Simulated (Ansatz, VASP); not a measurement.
## One calculation of Ir, two programs

File INCAR:

```
SYSTEM = Ir
ALGO = Fast
EDIFF = 1E-6
ENCUT = 520
GGA = PE
ISIF = 2
ISMEAR = 0
LASPH = .TRUE.
LCHARG = .FALSE.
LREAL = .FALSE.
LWAVE = .FALSE.
NBANDS = 10
NELM = 60
PREC = Accurate
SIGMA = 0.15
```

KPOINTS

```
k-points
0
G
  22 22 22
  0 0 0
```

Contents of POSCAR:

```
Ir
1.0
    0.0000000000      1.8993165837      2.1053924330
    1.8993165837      0.0000000000      2.1053924330
    1.8993165837      1.8993165837      0.0000000000
Ir
1
Direct
    0.0000000000      0.0000000000      0.0000000000
```

Input for Ansatz:

```yaml
crystal:
  lattice:
    - [0.0, 1.8993165837, 2.105392433]
    - [1.8993165837, 0.0, 2.105392433]
    - [1.8993165837, 1.8993165837, 0.0]
  atoms:
    - { symbol: Ir, position: [0.0, 0.0, 0.0] }
basis:
  ecutwfc: 420
kpoints:
  mp_grid: { grid: [22, 22, 22] }
hamiltonian:
  xc: pbe
  pseudopotentials: { kind: paw, azcp: { folder: soft_1 } }
scf:
  occupations: { method: gaussian, width: 0.15 }
output:
  forces: true
  stress: true
  eigenvalues: true
```

Alike in both runs: task single point; functional PBE; k mesh 22 × 22 × 22; occupations gaussian, width 0.15 eV; no spin polarisation.

|  | VASP | Ansatz |
| --- | --- | --- |
| version | VASP 6.6.1 | Ansatz 0.2.0 |
| potentials or method | VASP PAW PBE potentials, release 64 (Ir), cutoff 520 eV | scalar-relativistic, plane waves, PAW |
| valence electrons in the cell | 9 | 17 |

|  | VASP | Ansatz | Ansatz less VASP |
| --- | --- | --- | --- |
| gap on the k mesh at the Fermi level (eV) | none | none | - |
| pressure (GPa) | -11.1 | -12.0 | -0.96 |
| traceless stress, the component that is largest in VASP (GPa) | -20.91 | -21.08 | -0.174 |

A gap of «none» marks a metal or a gap that the smearing closes. VASP's potentials hold 9 valence electrons a cell and Ansatz's 17, so a difference there can come from the potentials and not from the codes.

Neither program's run includes spin-orbit coupling.
